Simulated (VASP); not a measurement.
Here is a VASP 6.6.1 calculation.

INCAR

```
SYSTEM = Mg3Ti
ALGO = Fast
EDIFF = 1E-6
ENCUT = 520
GGA = PE
ISIF = 2
ISMEAR = -1
LASPH = .True.
LCHARG = .False.
LREAL = .False.
LWAVE = .False.
NBANDS = 17
NELM = 60
PREC = Accurate
SIGMA = 0.05
```

KPOINTS

```
k-points
0
Gamma
  9 9 9
  0 0 0
```

File POSCAR:

```
Mg3Ti
1.0
   -2.1560396377      2.1560396377      4.2882097007
    2.1560396377     -2.1560396377      4.2882097007
    2.1560396377      2.1560396377     -4.2882097007
Ti Mg
1 3
Direct
    0.0000000000      0.0000000000      0.0000000000
    0.7500000000      0.2500000000      0.5000000000
    0.2500000000      0.7500000000      0.5000000000
    0.5000000000      0.5000000000      0.0000000000
```

Potentials or basis: VASP PAW PBE potentials, release 64 (Ti_sv, Mg).

The run is started by

```bash
$ cat potpaw_PBE.64/Ti_sv/POTCAR potpaw_PBE.64/Mg/POTCAR > POTCAR
$ mpirun -np 1 vasp_std > vasp.out
```

(1) What does it give for the band gap on the k mesh?

(2) Estimate the pressure.

## Answers

(1) zero (band 9 reaches 4.42 eV, above the bottom of band 10 at 3.31 eV).

(2) 2.7 GPa.
